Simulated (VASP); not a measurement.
The system is KZnF3.

```xyz
5
Lattice="4.0474 0.0000 0.0000 0.0000 4.0474 0.0000 0.0000 0.0000 4.0474" Properties=species:S:1:pos:R:3 pbc="T T T"
K     0.0000    0.0000    0.0000
Zn    2.0237    2.0237    2.0237
F     0.0000    2.0237    2.0237
F     2.0237    0.0000    2.0237
F     2.0237    2.0237    0.0000
```

Base run:

| Quantity | Value |
| --- | --- |
| Program | VASP 6.6.1 |
| Functional | PBE |
| Potentials or basis | VASP PAW PBE potentials, release 64 (K_sv, Zn, F) |
| Cutoff | 520 eV |
| k mesh | 4 × 4 × 4 |
| Occupations | gaussian, width 0.1 eV |
| Spin | no spin polarisation |

Its results: band gap on the k mesh 3.80 eV, indirect (least direct gap 5.66 eV); pressure 5.1 GPa.

Question: The run is repeated on the same cell with these changes: hubbard terms from none to Zn d U = 1.0 eV. What comes out?

Answer: Band gap on the k mesh 4.02 eV, indirect (least direct gap 5.68 eV); pressure 4.5 GPa.

The U term pushes filled and empty states of the shell apart.

A k mesh can miss the band edges.
